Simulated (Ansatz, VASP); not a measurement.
**One calculation of Sn4Se3S, two programs**

The input INCAR:

```
  ALGO = Normal
  EDIFF = 1E-6
  ENCUT = 520
  GGA = PE
  ISIF = 2
  ISMEAR = 0
  LASPH = T
  LCHARG = F
  LREAL = F
  LWAVE = F
  NBANDS = 50
  NELM = 100
  PREC = Accurate
  SIGMA = 0.1
```

File KPOINTS:

```
k-points
0
Gamma
  4 4 4
```

File POSCAR:

```
Sn4Se3S
1.0
   -3.0214368100      3.0214368100      6.0428736200
    3.0214368100     -3.0214368100      6.0428736200
    3.0214368100      3.0214368100     -6.0428736200
Sn Se S
4 3 1
Direct
    0.5000000000      0.0000000000      0.5000000000
    0.2500000000      0.2500000000      0.0000000000
    0.0000000000      0.5000000000      0.5000000000
    0.7500000000      0.7500000000      0.0000000000
    0.7500000000      0.2500000000      0.5000000000
    0.2500000000      0.7500000000      0.5000000000
    0.0000000000      0.0000000000      0.0000000000
    0.5000000000      0.5000000000      0.0000000000
```

Input for Ansatz:

```yaml
crystal:
  lattice:
    - [-3.02143681, 3.02143681, 6.04287362]
    - [3.02143681, -3.02143681, 6.04287362]
    - [3.02143681, 3.02143681, -6.04287362]
  atoms:
    - { symbol: Sn, position: [0.5, 0.0, 0.5] }
    - { symbol: Sn, position: [0.25, 0.25, 0.0] }
    - { symbol: Sn, position: [0.0, 0.5, 0.5] }
    - { symbol: Sn, position: [0.75, 0.75, 0.0] }
    - { symbol: Se, position: [0.75, 0.25, 0.5] }
    - { symbol: Se, position: [0.25, 0.75, 0.5] }
    - { symbol: Se, position: [0.0, 0.0, 0.0] }
    - { symbol: S, position: [0.5, 0.5, 0.0] }
basis:
  ecutwfc: 420
kpoints:
  mp_grid: { grid: [4, 4, 4] }
hamiltonian:
  xc: pbe
scf:
  occupations: { method: gaussian, width: 0.1 }
  lower_state_search: "off"
output:
  forces: true
  stress: true
  eigenvalues: true
```

Alike in both runs: task single point; functional PBE; k mesh 4 × 4 × 4; occupations gaussian, width 0.1 eV; no spin polarisation.

|  | VASP | Ansatz |
| --- | --- | --- |
| version | VASP 6.6.1 | Ansatz 0.2.0 |
| potentials or method | VASP PAW PBE potentials, release 64 (Sn_d, Se, S), cutoff 520 eV | scalar-relativistic, plane waves, PAW |
| valence electrons in the cell | 80 | 110 |

VASP gave:

```
gap on the k mesh at the Fermi level (eV)                     : 0.37
least direct gap on the mesh (eV)                             : 0.37
pressure (GPa)                                                : -0.9
traceless stress, the component that is largest in VASP (GPa) : -0.43
rms of the force components (eV/Å)                            : 0.065
```

Q: Estimate Ansatz's values.

A: gap on the k mesh at the Fermi level (eV): 0.37; least direct gap on the mesh (eV): 0.37; pressure (GPa): -0.9; traceless stress, the component that is largest in VASP (GPa): -0.43; rms of the force components (eV/Å): 0.064.

Atom by atom the forces differ by 0.000 eV/Å (rms over components). With one functional, cell and mesh, what is left measures potentials, basis and numerics. VASP's potentials hold 80 valence electrons a cell and Ansatz's 110, so a difference there can come from the potentials and not from the codes.
